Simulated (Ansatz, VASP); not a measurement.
## One calculation of MnAl3, two programs

```
CELL_PARAMETERS angstrom
0.00000 3.03935 3.03935
3.03935 0.00000 3.03935
3.03935 3.03935 0.00000
ATOMIC_POSITIONS crystal
Al 0.25000 0.25000 0.25000
Al 0.75000 0.75000 0.75000
Al 0.50000 0.50000 0.50000
Mn 0.00000 0.00000 0.00000
```

Alike in both runs: functional PBE; k mesh 12 × 12 × 12; occupations gaussian, width 0.1 eV; collinear spin.

Ansatz relaxed the structure, and its values are those at the end. VASP's run is a single point on that final structure, the one shown.

|  | VASP | Ansatz |
| --- | --- | --- |
| version | VASP 6.6.1 | Ansatz 0.2.0 |
| potentials or method | VASP PAW PBE potentials, release 64 (Al, Mn_pv), cutoff 520 eV | scalar-relativistic, plane waves, PAW |
| valence electrons in the cell | 22 | 24 |

```tsv
	VASP	Ansatz	Ansatz less VASP
gap on the k mesh at the Fermi level (eV)	none	none	-
pressure (GPa)	0.0	0.0	-0.01
net moment per atom (μB)	0.37	0.37	0.000
size of the moment on the site where the two differ most (μB)	1.54	1.52	-0.016
```

Site moments also hang on the region over which each program counts them. A gap of «none» marks a metal or a gap that the smearing closes. VASP's potentials hold 22 valence electrons a cell and Ansatz's 24, so a difference there can come from the potentials and not from the codes.
